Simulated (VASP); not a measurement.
Here is a VASP 6.6.1 calculation.

The input INCAR:

```
PREC = Accurate
ENCUT = 520
EDIFF = 1E-6
ISMEAR = 0
SIGMA = 0.05
LREAL = F
LASPH = T
NELM = 80
ALGO = Normal
ISIF = 2
LWAVE = F
LCHARG = F
GGA = PE
NBANDS = 11
```

The input KPOINTS:

```
regular mesh
0
Gamma
  12 12 12
```

POSCAR

```
C
1.0
    0.0000000000      1.7410940939      1.8750244088
    1.7410940939      0.0000000000      1.8750244088
    1.7410940939      1.7410940939      0.0000000000
C
2
Direct
    0.5000000000      0.5000000000      0.5000000000
    0.7500000000      0.7500000000      0.7500000000
```

Potentials or basis: VASP PAW PBE potentials, release 64 (C).

Command:

```console
$ cat potpaw_PBE.64/C/POTCAR > POTCAR
$ mpirun -np 1 vasp_std > vasp.out
```

Q: Predict the band gap on the k mesh.

A: 3.22 eV, indirect (least direct gap 4.93 eV).

Q: Predict the pressure.

A: 1.7 GPa.

Stress tensor (GPa, compression positive):
```
 26.29   0.00   0.00
  0.00  26.29   0.00
  0.00   0.00 -47.57
```

Caveat: the cell differs from its parent crystal (strain -0.025 along x and y, +0.050 along z). A k mesh can miss the band edges.
